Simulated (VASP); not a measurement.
# NiO (R-3m) in VASP: single point with LDA

Aim: the single point of NiO with LDA.

Everything below comes from runs of VASP 6.6.1. Logs are shortened: lines on timing, memory, paths and dates and some standing lists are left out, and cuts for length are marked.

## Step 1: The cell of the first run

Symmetry: R-3m, No. 166, trigonal system. Conventional cell: a = 2.943 Å, b = 2.943 Å, c = 7.317 Å, α = 90.00°, β = 90.00°, γ = 120.00°. Ni (site symmetry -3m) has 6 O at 2.09 Å within 2.8 Å. O (site symmetry -3m) has 6 Ni at 2.09 Å within 2.8 Å.

## Step 2: Single point, LDA, collinear spin, ferromagnetic start (equal xy, yz and zx shear strains of +1 %)

INCAR reads:

```
SYSTEM = NiO
PREC = Accurate
ENCUT = 520
EDIFF = 1E-6
ISMEAR = -1
SIGMA = 0.03
LREAL = .FALSE.
LASPH = .TRUE.
NELM = 150
ALGO = Normal
ISIF = 2
LWAVE = .FALSE.
LCHARG = .FALSE.
ISPIN = 2
MAGMOM = 1.5 0
LORBIT = 11
LMAXMIX = 4
GGA = CA
NBANDS = 19
```

KPOINTS reads:

```
Automatic mesh
0
G
  17 17 17
  0 0 0
```

POSCAR reads:

```
NiO
1.0
    0.0209131000      2.1017665500      2.1017665500
    2.1017665500      0.0209131000      2.1017665500
    2.1017665500      2.1017665500      0.0209131000
Ni O
1 1
Direct
    0.0000000000      0.0000000000      0.0000000000
    0.5000000000      0.5000000000      0.5000000000
```

Potentials or basis: VASP PAW LDA potentials, release 64 (Ni, O).

Run with:

```bash
$ cat potpaw_LDA.64/Ni/POTCAR potpaw_LDA.64/O/POTCAR > POTCAR
$ mpirun -np 1 vasp_std > vasp.out
```

OUTCAR:

```text
SYSTEM = NiO
   PREC = Accurate
   ENCUT = 520
   EDIFF = 1E-6
   ISMEAR = -1
   LREAL = .FALSE.
   LASPH = .TRUE.
   NELM = 150
   ISIF = 2
   ISPIN = 2
   LORBIT = 11
   GGA = CA

 ion  position               nearest neighbor table
   1  0.000  0.000  0.000-   2 2.09   2 2.09   2 2.09   2 2.09   2 2.09   2 2.09
   2  0.500  0.500  0.500-   1 2.09   1 2.09   1 2.09   1 2.09   1 2.09   1 2.09

  LATTYP: Found a trigonal (rhomboedric) cell.
 ALAT       =     2.9724203302
 COS(alpha) =     0.5099250056

  Lattice vectors:

 A1 = (   0.0209131000,   2.1017665500,   2.1017665500)
 A2 = (   2.1017665500,   0.0209131000,   2.1017665500)
 A3 = (   2.1017665500,   2.1017665500,   0.0209131000)

Analysis of symmetry for initial positions (statically):
=====================================================================
 Subroutine PRICEL returns:
 Original cell was already a primitive cell.

 Routine SETGRP: Setting up the symmetry group for a
 trigonal (rhombohedral) supercell.

 Subroutine GETGRP returns: Found 12 space group operations
 (whereof 12 operations were pure point group operations)
 out of a pool of 12 trial point group operations.

The static configuration has the point symmetry D_3d.

Analysis of symmetry for dynamics (positions and initial velocities):
=====================================================================
 Subroutine PRICEL returns:
 Original cell was already a primitive cell.

 Routine SETGRP: Setting up the symmetry group for a
 trigonal (rhombohedral) supercell.

 Subroutine GETGRP returns: Found 12 space group operations
 (whereof 12 operations were pure point group operations)
 out of a pool of 12 trial point group operations.

The dynamic configuration has the point symmetry D_3d.

Analysis of structural, dynamic, and magnetic symmetry:
=====================================================================
 Subroutine PRICEL returns:
 Original cell was already a primitive cell.

 Routine SETGRP: Setting up the symmetry group for a
 trigonal (rhombohedral) supercell.

 Subroutine GETGRP returns: Found 12 space group operations
 (whereof 12 operations were pure point group operations)
 out of a pool of 12 trial point group operations.

The overall configuration has the point symmetry D_3d.

 Subroutine INISYM returns: Found 12 space group operations
 (whereof 12 operations are pure point group operations),
 and found     1 'primitive' translations

[... 115 lines left out ...]
  volume/ion in A,a.u.               =       9.15        61.72
  Fermi-wavevector in a.u.,A,eV,Ry     =   1.565659  2.958667 33.351808  2.451289
  Thomas-Fermi vector in A             =   2.668103
   LORBIT       =     11    0 simple, 1 ext, 2 COOP (PROOUT), +10 PAW based schemes
   GGA     = CA    functional components
   LHFCALC =     F    Hartree Fock is set to
   AEXX    =    0.0000 exact exchange contribution
   IVDW    =     0    specifies the selected vdW correction
   LEPSILON=     F    determine dielectric tensor
   LRPA    =     F    only Hartree local field effects (RPA)
 spin polarized calculation
  energy-cutoff  :      520.00
  volume of cell :       18.29
 maximum number of plane-waves:       531
 NGX is ok and might be reduce to    24
   NGX = 11   NGY = 11   NGZ = 11

 number of electron      16.0000004 magnetization      -0.0074877

 number of electron      16.0000004 magnetization       0.0047086

 Free energy of the ion-electron system (eV)
  ---------------------------------------------------
  ext. energy  EPLUGINS =         0.00000000
  ---------------------------------------------------
  free energy    TOTEN  =       -13.27082553 eV

  energy without entropy =      -13.26466244  energy(sigma->0) =      -13.26774398

 E-fermi :   7.4076     XC(G=0): -13.1483

 val. band max:        7.4069668552   @ k =  -0.4118  -0.4706   0.2353
 cond. band min:       7.4078644907   @ k =  -0.3529   0.4118   0.1176
 fundamental gap:      0.0008976354
 Fermi energy:         7.4076122727

 spin component 1

 k-point     1 :       0.0000    0.0000    0.0000
  band No.  band energies     occupation
      1     -12.6650      1.00000
      2       4.3031      1.00000
      3       4.4087      1.00000
      4       4.4087      1.00000
      5       5.5997      1.00000
      6       5.6635      1.00000
[... 517 lines left out ...]
     18      35.4164      0.00000
     19      36.7954      0.00000

 [... further k-points ...]

 spin component 2

 k-point     1 :       0.0000    0.0000    0.0000
  band No.  band energies     occupation
      1     -12.6638      1.00000
      2       4.3045      1.00000
      3       4.4101      1.00000
      4       4.4101      1.00000
      5       5.6021      1.00000
      6       5.6660      1.00000
[... 517 lines left out ...]
     18      35.4178      0.00000
     19      36.7969      0.00000

 [... further k-points ...]

------------------------ aborting loop because EDIFF is reached ----------------------------------------

  FORCE on cell =-STRESS in cart. coord.  units (eV):
  Direction    XX          YY          ZZ          XY          YZ          ZX
  --------------------------------------------------------------------------------------
  -------------------------------------------------------------------------------------
  Total       -2.4007317     -2.4007317     -2.4007317     -0.0536574     -0.0536574     -0.0536574
  in kB     -210.2816812   -210.2816812   -210.2816812     -4.6998846     -4.6998846     -4.6998846
  external PRESSURE =    -210.2816812 kB  Pullay stress =       0.0000000 kB

 VOLUME and BASIS-vectors are now :
 -----------------------------------------------------------------------------
  energy-cutoff  :      520.00
  volume of cell :       18.29
      direct lattice vectors                 reciprocal lattice vectors
     0.020913100  2.101766550  2.101766550    -0.241475558  0.239096488  0.239096488
     2.101766550  0.020913100  2.101766550     0.239096488 -0.241475558  0.239096488
     2.101766550  2.101766550  0.020913100     0.239096488  0.239096488 -0.241475558

 POSITION                                       TOTAL-FORCE (eV/Angst)
 -----------------------------------------------------------------------------------
      0.00000      0.00000      0.00000         0.000000     -0.000000      0.000000
      2.11222      2.11222      2.11222        -0.000000      0.000000     -0.000000
 -----------------------------------------------------------------------------------
    total drift:                                0.000000     -0.000000     -0.000000

  FREE ENERGIE OF THE ION-ELECTRON SYSTEM (eV)
  ---------------------------------------------------
  free  energy   TOTEN  =       -13.2708255275 eV

  energy  without entropy=      -13.2646624413  energy(sigma->0) =      -13.26774398

 total charge

# of ion       s       p       d       tot
------------------------------------------
    1        0.329   0.390   8.356   9.075
    2        1.562   3.330   0.000   4.892
--------------------------------------------------
tot          1.891   3.720   8.356  13.967

 magnetization (x)

# of ion       s       p       d       tot
------------------------------------------
    1        0.000   0.000   0.004   0.004
    2        0.000   0.001   0.000   0.001
--------------------------------------------------
tot          0.000   0.001   0.004   0.004
```

OSZICAR:

```text
N       E                     dE             d eps       ncg     rms          rms(c)
DAV:   1     0.818256591984E+02    0.81826E+02   -0.70311E+03 39894   0.104E+03
DAV:   2    -0.103685272927E+02   -0.92194E+02   -0.80423E+02 38505   0.235E+02
DAV:   3    -0.154786810208E+02   -0.51102E+01   -0.48539E+01 42510   0.558E+01
[... 12 lines left out ...]
DAV:  16    -0.132708191534E+02   -0.10875E-02   -0.54556E-03 43224   0.131E+00    0.781E-02
DAV:  17    -0.132708036697E+02    0.15484E-04   -0.27663E-04 52785   0.199E-01    0.406E-02
DAV:  18    -0.132707947405E+02    0.89292E-05   -0.21194E-05 47680   0.455E-02    0.273E-02
DAV:  19    -0.132708248562E+02   -0.30116E-04   -0.17637E-04 42752   0.231E-01    0.665E-03
DAV:  20    -0.132708258234E+02   -0.96721E-06   -0.10051E-05 53923   0.404E-02    0.644E-03
DAV:  21    -0.132708255275E+02    0.29588E-06   -0.17074E-06 23113   0.208E-02
   1 F= -.13270826E+02 E0= -.13267744E+02  d E =-.616309E-02  mag=     0.0004
```

stdout:

```text
POSCAR found type information on POSCAR NiO
 POSCAR found :  2 types and       2 ions
 scaLAPACK will be used
 LDA part: xc-table for (Slater(with rela. corr.)+CA(PZ))
 , standard interpolation
 POSCAR, INCAR and KPOINTS ok, starting setup
 FFT: planning ... GRIDC
 FFT: planning ... GRID_SOFT
 FFT: planning ... GRID
 WAVECAR not read
 entering main loop
```

Wall time 3.7 min (1 thread of Intel Xeon Platinum 8488C (Sapphire Rapids), shared host); peak memory 0.35 GiB.

Results:

```yaml
Free_energy: -13.2708 eV
Pressure: -21.0 GPa
Band_gap_on_the_k_mesh: zero (filled and empty bands overlap)
Net_moment: 0.00 μB per cell
Valence_electrons_inside_the_program's_atomic_spheres: Ni 9.07; O 4.89
```

Stress tensor (GPa, compression positive):
```
-21.03  -0.47  -0.47
 -0.47 -21.03  -0.47
 -0.47  -0.47 -21.03
```

Caveat: the cell differs from its parent crystal (equal xy, yz and zx shear strains of +1 %); the cell stands under tension; semilocal functionals often make such compounds metallic where correlation or magnetic order opens a gap, which also shifts bond lengths.
